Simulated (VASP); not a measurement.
Runs of VASP 6.6.1 on SiC. The structure is that of space group P3m1 (No. 156), or close to it. The cells are those of the table. 

```tsv
cell	gap on the mesh (eV)	pressure (GPa)	largest force (eV/Å)
a = 3.076, b = 3.076, c = 11.096 Å, angles 90.0, 90.0, 60.0°, 8 atoms	(b)	-4.0	(a)
a = 3.076, b = 3.076, c = 13.096 Å, angles 90.0, 90.0, 60.0°, 8 atoms	none	-0.3	2.48
a = 3.076, b = 3.076, c = 10.596 Å, angles 90.0, 90.0, 60.0°, 8 atoms	2.58	-4.3	2.50
a = 3.076, b = 3.076, c = 16.096 Å, angles 90.0, 90.0, 60.0°, 8 atoms	none	0.1	2.50
a = 3.076, b = 3.076, c = 12.096 Å, angles 90.0, 90.0, 60.0°, 8 atoms	0.13	-1.8	2.54
```

Alike in all rows: task single point; level r2SCAN; potentials or basis VASP PAW PBE potentials, release 64 (Si, C); no spin polarisation; k mesh 8 × 8 × 3; cutoff (eV) 520; smearing gaussian 0.05 eV.

Fill in the values left out.

(a) 1.90; (b) 1.32.

Caveats: the PAW data sets were made with another functional, which shifts forces and pressure a little.

A k mesh can miss the band edges.

A gap of «none» marks levels without a gap at the run's occupations.
